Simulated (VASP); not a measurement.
Write the native input for VASP 6.6.1 that does the following.

```yaml
Task: single point
Functional: r2SCAN
Potentials_or_basis: VASP PAW PBE potentials, release 64 (Al, P)
Cutoff: 550 eV
k_mesh: 6 × 6 × 6
Occupations: gaussian, width 0.01 eV
Spin: no spin polarisation
Dipole_correction: no
Further_INCAR_settings: ALGO = Normal; EDIFF = 1e-06; NBANDS = 11
```

AlP:

```
Al P
1.0
     0.00000    2.71159    2.71159
     2.71159    0.00000    2.71159
     2.71159    2.71159    0.00000
Al P
1 1
Direct
  0.00000 0.00000 0.00000
  0.25000 0.25000 0.25000
```

This cell differs from its parent crystal: volume changed by -3%.

These files were run (other wordings do the same):

POSCAR

```
AlP
1.0
    0.0000000000      2.7115860530      2.7115860530
    2.7115860530      0.0000000000      2.7115860530
    2.7115860530      2.7115860530      0.0000000000
Al P
1 1
Direct
    0.0000000000      0.0000000000      0.0000000000
    0.2500000000      0.2500000000      0.2500000000
```

INCAR.step1

```
SYSTEM = AlP
PREC = Accurate ; ENCUT = 550
ISMEAR = 0 ; SIGMA = 0.01
LREAL = .FALSE. ; LASPH = .TRUE.
NELM = 120 ; NBANDS = 11
GGA = PE ; ALGO = Normal
EDIFF = 1E-5 ; LWAVE = .TRUE.
LCHARG = .FALSE. ; GGA_COMPAT = .FALSE.
```

INCAR.step2

```
SYSTEM = AlP
PREC = Accurate ; ENCUT = 550
EDIFF = 1E-6 ; ISMEAR = 0
SIGMA = 0.01 ; LREAL = .FALSE.
LASPH = .TRUE. ; NELM = 120
ALGO = Normal ; ISIF = 2
LWAVE = .FALSE. ; LCHARG = .FALSE.
METAGGA = R2SCAN ; LMIXTAU = .TRUE.
NBANDS = 11 ; ISTART = 1
GGA_COMPAT = .FALSE.
```

KPOINTS

```
regular mesh
0
G
  6 6 6
  0 0 0
```

Potentials or basis: VASP PAW PBE potentials, release 64 (Al, P).

Launch:

```bash
$ cat potpaw_PBE.64/Al/POTCAR potpaw_PBE.64/P/POTCAR > POTCAR
$ cp INCAR.step1 INCAR
$ mpirun -np 1 vasp_std > vasp.out
$ cp INCAR.step2 INCAR
$ mpirun -np 1 vasp_std > vasp.out
```

It gave:

```yaml
Pressure: 2.6 GPa
Band_gap_on_the_k_mesh: 1.87 eV, indirect (least direct gap 4.09 eV)
```

Caveat: the PAW data sets were made with another functional, which shifts forces and pressure a little.

Wall time 24 s on 1 thread of AMD EPYC 9R45 96-Core Processor (Zen 5), with other jobs on the host, peak memory 0.13 GiB.
